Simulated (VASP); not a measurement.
# SrO in VASP: a series of runs

SrO is run at these levels: PBE, PBE+D3(BJ); tasks: single point.

Program: VASP 6.6.1. These are calculated values, not measurements. Logs are shortened: lines on timing, memory, paths and dates and some standing lists are left out, and cuts for length are marked.

### Step 1. The cell of the first run

The typed cell holds 2 atoms: a = 3.533 Å, b = 3.533 Å, c = 3.208 Å, α = 90.00°, β = 90.00°, γ = 120.00°.

The cell was built from a structure type or drawn by symmetry, and may not be a known phase.

### Step 2. Single point, PBE

Input file INCAR:

```
PREC = Accurate
ENCUT = 600
EDIFF = 1E-6
ISMEAR = 0
SIGMA = 0.1
LREAL = False
LASPH = True
NELM = 120
ALGO = Normal
ISIF = 2
LWAVE = False
LCHARG = True
GGA = PE
LELF = True
LVHAR = True
NBANDS = 15
GGA_COMPAT = False
```

Input file KPOINTS:

```
regular mesh
0
Gamma
  6 6 4
```

Input file POSCAR:

```
SrO
1.0
    3.5325566186     -0.0000000030      0.0000000000
   -1.7662783066      3.0592837735      0.0000000000
    0.0000000000      0.0000000000      3.2075938623
Sr O
1 1
Direct
    0.0000000000      0.0000000000      0.8219220274
    0.3333333333      0.6666666667      0.3218575626
```

Potentials or basis: VASP PAW PBE potentials, release 64 (Sr_sv, O).

On the command line:

```
$ cat potpaw_PBE.64/Sr_sv/POTCAR potpaw_PBE.64/O/POTCAR > POTCAR
$ mpirun -np 1 vasp_std > vasp.out
```

OUTCAR:

```text
PREC = Accurate
   ENCUT = 600
   EDIFF = 1E-6
   ISMEAR = 0
   LREAL = False
   LASPH = True
   NELM = 120
   ISIF = 2
   GGA = PE

 ion  position               nearest neighbor table
   1  0.000  0.000  0.822-   2 2.59   2 2.59   2 2.59   2 2.59   2 2.59   2 2.59
   2  0.333  0.667  0.322-   1 2.59   1 2.59   1 2.59   1 2.59   1 2.59   1 2.59

  LATTYP: Found a hexagonal cell.
 ALAT       =     3.5325566186
 C/A-ratio  =     0.9080091867

  Lattice vectors:

 A1 = (   3.5325566186,  -0.0000000030,   0.0000000000)
 A2 = (  -1.7662783066,   3.0592837735,   0.0000000000)
 A3 = (   0.0000000000,   0.0000000000,   3.2075938623)

Analysis of symmetry for initial positions (statically):
=====================================================================
 Subroutine PRICEL returns:
 Original cell was already a primitive cell.

 Routine SETGRP: Setting up the symmetry group for a
 hexagonal supercell.

 Subroutine GETGRP returns: Found  6 space group operations
 (whereof  6 operations were pure point group operations)
 out of a pool of 24 trial point group operations.

The static configuration has the point symmetry C_3v.

Analysis of symmetry for dynamics (positions and initial velocities):
=====================================================================
 Subroutine PRICEL returns:
 Original cell was already a primitive cell.

 Routine SETGRP: Setting up the symmetry group for a
 hexagonal supercell.

 Subroutine GETGRP returns: Found  6 space group operations
 (whereof  6 operations were pure point group operations)
 out of a pool of 24 trial point group operations.

The dynamic configuration has the point symmetry C_3v.

 Subroutine INISYM returns: Found  6 space group operations
 (whereof  6 operations are pure point group operations),
 and found     1 'primitive' translations

----------------------------------------------------------------------------------------

                                     Primitive cell

  volume of cell :      34.6648

  direct lattice vectors                    reciprocal lattice vectors
     3.532556619 -0.000000003  0.000000000     0.283081096  0.163436947  0.000000000
    -1.766278307  3.059283773  0.000000000     0.000000000  0.326873894  0.000000000
     0.000000000  0.000000000  3.207593862     0.000000000  0.000000000  0.311760168

  length of vectors
     3.532556619  3.532556619  3.207593862     0.326873894  0.326873894  0.311760168

[... 88 lines left out ...]
   TEBEG  =    0.0;   TEEND  =   0.0 temperature during run
   PSTRESS=    0.0 pullay stress
   NELECT =      16.0000    total number of electrons
   NUPDOWN=      -1.0000    fix difference up-down
   EMIN   =  10.00;   EMAX   =-10.00  energy-range for DOS
   EFERMI =   0.00;   METHOD = LEGACY
   ISMEAR =     0;   SIGMA  =   0.10  broadening in eV -4-tet -1-fermi 0-gaus
   EFERMI_NEDOS =   21; number of points for ismear=-14 and -15
   IALGO  =     38    algorithm
   IMIX   =      4    mixing-type and parameters
     AMIX     =   0.40;   BMIX     =  1.00
     AMIX_MAG =   1.60;   BMIX_MAG =  1.00
  volume/ion in A,a.u.               =      17.33       116.96
  Fermi-wavevector in a.u.,A,eV,Ry     =   1.265179  2.390842 21.778554  1.600679
  Thomas-Fermi vector in A             =   2.398446
   LORBIT       =      0    0 simple, 1 ext, 2 COOP (PROOUT), +10 PAW based schemes
   GGA     = PE    functional components
   LHFCALC =     F    Hartree Fock is set to
   AEXX    =    0.0000 exact exchange contribution
   IVDW    =     0    specifies the selected vdW correction
   LEPSILON=     F    determine dielectric tensor
   LRPA    =     F    only Hartree local field effects (RPA)
 non-spin polarized calculation
 Gauss-broadening in eV      SIGMA  =   0.10
  energy-cutoff  :      600.00
  volume of cell :       34.66
 maximum number of plane-waves:      1173
   NGX = 15   NGY = 15   NGZ = 13

 number of electron      15.9999996 magnetization

 Free energy of the ion-electron system (eV)
  ---------------------------------------------------
  ext. energy  EPLUGINS =         0.00000000
  ---------------------------------------------------
  free energy    TOTEN  =       -11.64053382 eV

  energy without entropy =      -11.64053382  energy(sigma->0) =      -11.64053382

 E-fermi :   2.5493     XC(G=0):  -9.9215

 val. band max:        2.0404833581   @ k =   0.0000   0.0000   0.0000
 cond. band min:       4.8335765015   @ k =   0.0000   0.0000   0.0000
 fundamental gap:      2.7930931434
 Fermi energy:         2.5492627429

 k-point     1 :       0.0000    0.0000    0.0000
  band No.  band energies     occupation
      1     -31.2008      2.00000
      2     -13.3759      2.00000
      3     -12.8381      2.00000
      4     -12.8381      2.00000
      5     -12.6029      2.00000
      6       1.2250      2.00000
      7       1.2250      2.00000
      8       2.0405      2.00000
      9       4.8336      0.00000
     10       5.9872      0.00000
     11       9.6460      0.00000
     12       9.6460      0.00000
     13      12.3028      0.00000
     14      12.3028      0.00000
[... 401 lines left out ...]
      2     -13.7300      2.00000
      3     -13.3543      2.00000
      4     -13.2668      2.00000
      5     -13.1669      2.00000
      6      -0.3186      2.00000
      7       0.6367      2.00000
      8       1.7267      2.00000
      9       7.8269      0.00000
     10       9.3234      0.00000
     11       9.9288      0.00000
     12      11.9302      0.00000
     13      12.3578      0.00000
     14      16.5052      0.00000
     15      16.5968      0.00000

------------------------ aborting loop because EDIFF is reached ----------------------------------------

  FORCE on cell =-STRESS in cart. coord.  units (eV):
  Direction    XX          YY          ZZ          XY          YZ          ZX
  --------------------------------------------------------------------------------------
  -------------------------------------------------------------------------------------
  Total        0.0961453      0.0961453      0.1095492      0.0000000      0.0000000      0.0000000
  in kB        4.4437568      4.4437568      5.0632738      0.0000000      0.0000000      0.0000000
  external PRESSURE =       4.6502624 kB  Pullay stress =       0.0000000 kB

 VOLUME and BASIS-vectors are now :
 -----------------------------------------------------------------------------
  energy-cutoff  :      600.00
  volume of cell :       34.66
      direct lattice vectors                 reciprocal lattice vectors
     3.532556619 -0.000000003  0.000000000     0.283081096  0.163436947  0.000000000
    -1.766278307  3.059283773  0.000000000     0.000000000  0.326873894  0.000000000
     0.000000000  0.000000000  3.207593862     0.000000000  0.000000000  0.311760168

 POSITION                                       TOTAL-FORCE (eV/Angst)
 -----------------------------------------------------------------------------------
      0.00000      0.00000      2.63639         0.000000     -0.000000     -0.000374
      0.00000      2.03952      1.03239        -0.000000      0.000000      0.000374
 -----------------------------------------------------------------------------------
    total drift:                                0.000000     -0.000000      0.000030

  FREE ENERGIE OF THE ION-ELECTRON SYSTEM (eV)
  ---------------------------------------------------
  free  energy   TOTEN  =       -11.6405338211 eV

  energy  without entropy=      -11.6405338211  energy(sigma->0) =      -11.64053382
```

OSZICAR:

```text
N       E                     dE             d eps       ncg     rms          rms(c)
DAV:   1     0.675899189245E+02    0.67590E+02   -0.82784E+03   720   0.110E+03
DAV:   2    -0.994134768326E+01   -0.77531E+02   -0.73363E+02   937   0.228E+02
DAV:   3    -0.139182908088E+02   -0.39769E+01   -0.39605E+01  1152   0.453E+01
DAV:   4    -0.139749951573E+02   -0.56704E-01   -0.56702E-01   844   0.469E+00
DAV:   5    -0.139753085126E+02   -0.31336E-03   -0.31335E-03   999   0.298E-01    0.156E+01
DAV:   6    -0.118046690367E+02    0.21706E+01   -0.64751E+00   727   0.194E+01    0.179E+01
DAV:   7    -0.116643743794E+02    0.14029E+00   -0.32289E-01   827   0.480E+00    0.102E+01
DAV:   8    -0.116373003734E+02    0.27074E-01   -0.13168E-01   972   0.355E+00    0.571E-01
DAV:   9    -0.116395948606E+02   -0.22945E-02   -0.75320E-03   930   0.591E-01    0.260E-01
DAV:  10    -0.116402136120E+02   -0.61875E-03   -0.59621E-04   776   0.240E-01    0.133E-01
DAV:  11    -0.116405086698E+02   -0.29506E-03   -0.26790E-04   734   0.125E-01    0.508E-02
DAV:  12    -0.116405333902E+02   -0.24720E-04   -0.24890E-05   903   0.388E-02    0.136E-02
DAV:  13    -0.116405338211E+02   -0.43092E-06   -0.14045E-06   788   0.105E-02
   1 F= -.11640534E+02 E0= -.11640534E+02  d E =-.224424E-14
```

It took 13 s on 1 thread of Intel Xeon Platinum 8375C at 2.90GHz (Ice Lake), shared host; peak memory 0.16 GiB.

Results:

* Free energy: -11.6405 eV
* Pressure: 0.5 GPa
* Band gap on the k mesh: 2.79 eV

Caveat: the k points lie up to 0.49 Å⁻¹ apart.

### Step 3. Single point, PBE

Input file INCAR:

```
PREC = Accurate
ENCUT = 600
EDIFF = 1E-6
ISMEAR = 0
SIGMA = 0.1
LREAL = F
LASPH = T
NELM = 120
ALGO = Normal
ISIF = 2
LWAVE = F
LCHARG = F
GGA = PE
NBANDS = 15
GGA_COMPAT = F
```

Input file KPOINTS:

```
regular mesh
0
Gamma
  6 6 6
```

Input file POSCAR:

```
SrO
1.0
    3.5325566186      0.0000000000      0.0000000000
   -1.7662783093      3.0592837720      0.0000000000
    0.0000000000      0.0000000000      3.2075938623
Sr O
1 1
Direct
    0.0000000000      0.0000000000      0.5000000000
    0.3333333333      0.6666666667      0.0000000000
```

Potentials or basis: VASP PAW PBE potentials, release 64 (Sr_sv, O).

On the command line:

```
$ cat potpaw_PBE.64/Sr_sv/POTCAR potpaw_PBE.64/O/POTCAR > POTCAR
$ mpirun -np 1 vasp_std > vasp.out
```

It took 14 s on 1 thread of Intel Xeon Platinum 8375C at 2.90GHz (Ice Lake), shared host; peak memory 0.16 GiB.

Results (log left out):

```
Free energy            : -11.6423 eV
Pressure               : 0.5 GPa
Band gap on the k mesh : 2.80 eV
```

Levels at points of the mesh, in eV from the valence-band top:
```
           k point  band 4  band 5  band 6  band 7  band 8  band 9  band 10  band 11  band 12  band 13
(0.00, 0.00, 0.00)  -14.87  -14.64   -0.81   -0.81    0.00    2.80     3.95     7.61     7.61    10.27
(0.50, 0.00, 0.00)  -14.49  -13.80   -2.10   -0.62   -0.40    3.48     6.65     9.03     9.30     9.55
(0.00, 0.00, 0.50)  -14.71  -13.44   -2.52   -0.63   -0.63    5.98     6.43     6.43     7.71     7.71
(0.50, 0.00, 0.50)  -14.91  -14.82   -1.64   -1.33   -1.27    5.09     6.18     9.28    10.54    11.68
```

### Step 4. Single point, PBE

Input file INCAR:

```
  ALGO = Normal
  EDIFF = 1E-6
  ENCUT = 600
  GGA = PE
  GGA_COMPAT = False
  ISIF = 2
  ISMEAR = 0
  LASPH = True
  LCHARG = False
  LREAL = False
  LWAVE = False
  NBANDS = 15
  NELM = 120
  PREC = Accurate
  SIGMA = 0.02
```

Input file KPOINTS:

```
k-points
0
Gamma
  6 6 8
```

Input file POSCAR:

```
SrO
1.0
    3.5332326626      0.0000000000      0.0000000000
   -1.7666163313      3.0598692433      0.0000000000
    0.0000000000      0.0000000000      3.2067743389
Sr O
1 1
Direct
    0.0000000000      0.0000000000      0.5000000000
    0.3333333333      0.6666666667      0.0000000000
```

On the command line:

```
$ cat potpaw_PBE.64/Sr_sv/POTCAR potpaw_PBE.64/O/POTCAR > POTCAR
$ mpirun -np 1 vasp_std > vasp.out
```

Wall time 19 s (1 thread of Intel Xeon Platinum 8375C at 2.90GHz (Ice Lake), shared host); peak memory 0.17 GiB.

The run converged. Its results:

```
Free energy            : -11.6424 eV
Pressure               : 0.5 GPa
Band gap on the k mesh : 2.80 eV
```

Stress tensor (GPa, compression positive):
```
0.42 0.00 0.00
0.00 0.42 0.00
0.00 0.00 0.52
```

Levels at points of the mesh, in eV from the valence-band top:
| k point | band 5 | band 6 | band 7 | band 8 | band 9 | band 10 | band 11 | band 12 |
| --- | --- | --- | --- | --- | --- | --- | --- | --- |
| (0.00, 0.00, 0.00) | -14.64 | -0.82 | -0.82 | 0.00 | 2.80 | 3.95 | 7.61 | 7.61 |
| (0.50, 0.00, 0.00) | -13.81 | -2.10 | -0.62 | -0.40 | 3.48 | 6.64 | 9.03 | 9.30 |
| (0.00, 0.00, 0.50) | -13.44 | -2.52 | -0.63 | -0.63 | 5.99 | 6.42 | 6.42 | 7.71 |
| (0.50, 0.00, 0.50) | -14.82 | -1.64 | -1.33 | -1.27 | 5.09 | 6.18 | 9.28 | 10.53 |

### Step 5. Single point, PBE+D3(BJ)

Input file INCAR:

```
PREC     = Accurate       # precision mode
ENCUT    = 600            # plane-wave cutoff, eV
EDIFF    = 1E-6           # SCF threshold, eV
ISMEAR   = 0              # smearing method
SIGMA    = 0.02           # smearing width, eV
LREAL    = False          # projectors in reciprocal space
LASPH    = True           # aspherical terms in the spheres
NELM     = 120            # most SCF steps
ALGO     = Normal         # electronic algorithm
ISIF     = 2              # what is computed and relaxed
LWAVE    = False          # write WAVECAR
LCHARG   = False          # write CHGCAR
GGA      = PE             # functional
IVDW     = 12             # dispersion correction
NBANDS   = 15             # bands
GGA_COMPAT= False
```

Input file KPOINTS:

```
regular mesh
0
Gamma
  6 6 8
```

POSCAR is that of step 4.

Potentials or basis: VASP PAW PBE potentials, release 64 (Sr_sv, O).

On the command line:

```
$ cat potpaw_PBE.64/Sr_sv/POTCAR potpaw_PBE.64/O/POTCAR > POTCAR
$ mpirun -np 1 vasp_std > vasp.out
```

OUTCAR:

```text
PREC = Accurate
   ENCUT = 600
   EDIFF = 1E-6
   ISMEAR = 0
   LREAL = False
   LASPH = True
   NELM = 120
   ISIF = 2
   GGA = PE
   IVDW = 12
 IVDW          = 12

 ion  position               nearest neighbor table
   1  0.000  0.000  0.500-   2 2.59   2 2.59   2 2.59   2 2.59   2 2.59   2 2.59
   2  0.333  0.667  0.000-   1 2.59   1 2.59   1 2.59   1 2.59   1 2.59   1 2.59

  LATTYP: Found a hexagonal cell.
 ALAT       =     3.5332326626
 C/A-ratio  =     0.9076035023

  Lattice vectors:

 A1 = (   3.5332326626,   0.0000000000,   0.0000000000)
 A2 = (  -1.7666163313,   3.0598692433,   0.0000000000)
 A3 = (   0.0000000000,   0.0000000000,   3.2067743389)

Analysis of symmetry for initial positions (statically):
=====================================================================
 Subroutine PRICEL returns:
 Original cell was already a primitive cell.

 Routine SETGRP: Setting up the symmetry group for a
 hexagonal supercell.

 Subroutine GETGRP returns: Found 12 space group operations
 (whereof 12 operations were pure point group operations)
 out of a pool of 24 trial point group operations.

The static configuration has the point symmetry D_3h.
[... 175 lines left out ...]
      6       1.2207      2.00000
      7       1.2207      2.00000
      8       2.0377      2.00000
      9       4.8338      0.00000
     10       5.9837      0.00000
     11       9.6461      0.00000
     12       9.6461      0.00000
     13      12.3032      0.00000
     14      12.3032      0.00000
[... 401 lines left out ...]
      2     -14.4489      2.00000
      3     -13.4485      2.00000
      4     -12.8532      2.00000
      5     -12.1461      2.00000
      6       0.2657      2.00000
      7       1.0052      2.00000
      8       1.0074      2.00000
      9       6.6914      0.00000
     10       8.4714      0.00000
     11      10.5251      0.00000
     12      11.1431      0.00000
     13      11.5763      0.00000
     14      13.0810      0.00000
     15      16.6709      0.00000

 [... further k-points ...]

------------------------ aborting loop because EDIFF is reached ----------------------------------------

 Edisp (eV)   -0.48326

 E8    (eV) :    -0.2361

  FORCE on cell =-STRESS in cart. coord.  units (eV):
  Direction    XX          YY          ZZ          XY          YZ          ZX
  --------------------------------------------------------------------------------------
  -------------------------------------------------------------------------------------
  Total      -0.40138    -0.40138    -0.36388     0.00000     0.00000     0.00000
  in kB     -18.54925   -18.54925   -16.81595     0.00000     0.00000     0.00000
  external pressure =      -17.97 kB  Pullay stress =        0.00 kB

 VOLUME and BASIS-vectors are now :
 -----------------------------------------------------------------------------
  energy-cutoff  :      600.00
  volume of cell :       34.67
      direct lattice vectors                 reciprocal lattice vectors
     3.533232663  0.000000000  0.000000000     0.283026932  0.163405675  0.000000000
    -1.766616331  3.059869243  0.000000000     0.000000000  0.326811351  0.000000000
     0.000000000  0.000000000  3.206774339     0.000000000  0.000000000  0.311839841

 POSITION                                       TOTAL-FORCE (eV/Angst)
 -----------------------------------------------------------------------------------
      0.00000      0.00000      1.60339         0.000000     -0.000000      0.000000
     -0.00000      2.03991      0.00000        -0.000000      0.000000      0.000000
 -----------------------------------------------------------------------------------
    total drift:                                0.000000     -0.000000     -0.000000

  FREE ENERGIE OF THE ION-ELECTRON SYSTEM (eV)
  ---------------------------------------------------
  free  energy   TOTEN  =       -12.1256278291 eV

  energy  without entropy=      -12.1256278291  energy(sigma->0) =      -12.12562783
```

OSZICAR:

```text
N       E                     dE             d eps       ncg     rms          rms(c)
DAV:   1     0.772918665049E+02    0.77292E+02   -0.89805E+03  1050   0.113E+03
DAV:   2    -0.959674947988E+01   -0.86889E+02   -0.80361E+02  1437   0.239E+02
DAV:   3    -0.138992999328E+02   -0.43026E+01   -0.42849E+01  1618   0.481E+01
DAV:   4    -0.139749337996E+02   -0.75634E-01   -0.75630E-01  1271   0.490E+00
DAV:   5    -0.139756437385E+02   -0.70994E-03   -0.70994E-03  1518   0.368E-01    0.156E+01
DAV:   6    -0.118080153086E+02    0.21676E+01   -0.64971E+00  1071   0.195E+01    0.179E+01
DAV:   7    -0.116661835894E+02    0.14183E+00   -0.31982E-01  1178   0.482E+00    0.102E+01
DAV:   8    -0.116390599951E+02    0.27124E-01   -0.13116E-01  1400   0.356E+00    0.623E-01
DAV:   9    -0.116414381938E+02   -0.23782E-02   -0.74959E-03  1385   0.600E-01    0.260E-01
DAV:  10    -0.116420514741E+02   -0.61328E-03   -0.59820E-04  1099   0.241E-01    0.135E-01
DAV:  11    -0.116423431478E+02   -0.29167E-03   -0.26332E-04  1071   0.124E-01    0.496E-02
DAV:  12    -0.116423670889E+02   -0.23941E-04   -0.20739E-05  1303   0.354E-02    0.758E-03
DAV:  13    -0.116423686924E+02   -0.16035E-05   -0.21792E-06  1112   0.116E-02    0.364E-03
DAV:  14    -0.116423686049E+02    0.87564E-07   -0.25254E-07  1078   0.419E-03
   1 F= -.12125628E+02 E0= -.12125628E+02  d E =-.457197E-35
```

Run time: 17 s. Hardware: 1 thread of Intel Xeon Platinum 8375C at 2.90GHz (Ice Lake), shared host; peak memory 0.18 GiB.

What came out:

| Quantity | Value |
| --- | --- |
| Free energy | -12.1256 eV |
| Pressure | -1.8 GPa |
| Band gap on the k mesh | 2.80 eV |
| Dispersion energy per atom | -0.242 eV |

Stress tensor (GPa, compression positive):
```
-1.85  0.00  0.00
 0.00 -1.85  0.00
 0.00  0.00 -1.68
```

### Step 6. The runs side by side

| level | cell | k mesh | smearing | gap on the mesh (eV) | pressure (GPa) |
| --- | --- | --- | --- | --- | --- |
| PBE | a = 3.533, b = 3.533, c = 3.208 Å, angles 90.0, 90.0, 120.0°, 2 atoms | 6 × 6 × 4 | gaussian 0.1 eV | 2.79 | 0.5 |
| PBE | a = 3.533, b = 3.533, c = 3.208 Å, angles 90.0, 90.0, 120.0°, 2 atoms | 6 × 6 × 6 | gaussian 0.1 eV | 2.80 | 0.5 |
| PBE | a = 3.533, b = 3.533, c = 3.207 Å, angles 90.0, 90.0, 120.0°, 2 atoms | 6 × 6 × 8 | gaussian 0.02 eV | 2.80 | 0.5 |
| PBE+D3(BJ) | a = 3.533, b = 3.533, c = 3.207 Å, angles 90.0, 90.0, 120.0°, 2 atoms | 6 × 6 × 8 | gaussian 0.02 eV | 2.80 | -1.8 |

Alike in all rows: task single point; potentials or basis VASP PAW PBE potentials, release 64 (Sr_sv, O); no spin polarisation; cutoff (eV) 600.

Caveats: some runs use coarse meshes.

Total energies depend on the potentials used, so only differences within one code and one set of settings carry meaning.
